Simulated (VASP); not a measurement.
CaV3:

```
Ca V
1.0
     4.02892    0.00000    0.00000
     0.00000    4.02892    0.00000
     0.00000    0.00000    4.02892
Ca V
1 3
Direct
  0.00000 0.00000 0.00000
  0.00000 0.50000 0.50000
  0.50000 0.00000 0.50000
  0.50000 0.50000 0.00000
```

* Program: VASP 6.6.1
* Task: relaxation of cell and atoms
* Functional: PBE
* Potentials or basis: VASP PAW PBE potentials, release 64 (Ca_sv, V_sv)
* Cutoff: 600 eV
* k mesh: 4 × 4 × 4
* Occupations: gaussian, width 0.1 eV
* Spin: collinear spin, ferromagnetic start
* Starting moments: [0.0, 0.36, 0.36, 0.36] μB

At the start: pressure 5.3 GPa; volume 16.35 Å³/atom.

Question: Where does the relaxation end?

Answer: Over 3 steps the energy falls by 14.0 meV/atom and the volume is 17.24 Å³/atom (+5.4 %); space group Pm-3m (No. 221, to 0.05 Å); moment 1.29 μB per cell.

Step by step:
| step | energy change (eV) | largest force (eV/Å) | pressure (GPa) | volume (Å³) |
| --- | --- | --- | --- | --- |
| 1 | 0.0000 | 0.0000 | 5.27 | 65.40 |
| 2 | -0.0450 | 0.0000 | -2.07 | 70.63 |
| 3 | -0.0560 | 0.0000 | 0.01 | 68.95 |

Final structure:
```xyz
4
Lattice="4.1005 0.0000 0.0000 0.0000 4.1005 0.0000 0.0000 0.0000 4.1005" Properties=species:S:1:pos:R:3 pbc="T T T"
Ca    0.0000    0.0000    0.0000
V     0.0000    2.0502    2.0502
V     2.0502    0.0000    2.0502
V     2.0502    2.0502    0.0000
```

Caveat: the k points lie up to 0.38 Å⁻¹ apart in the final cell.
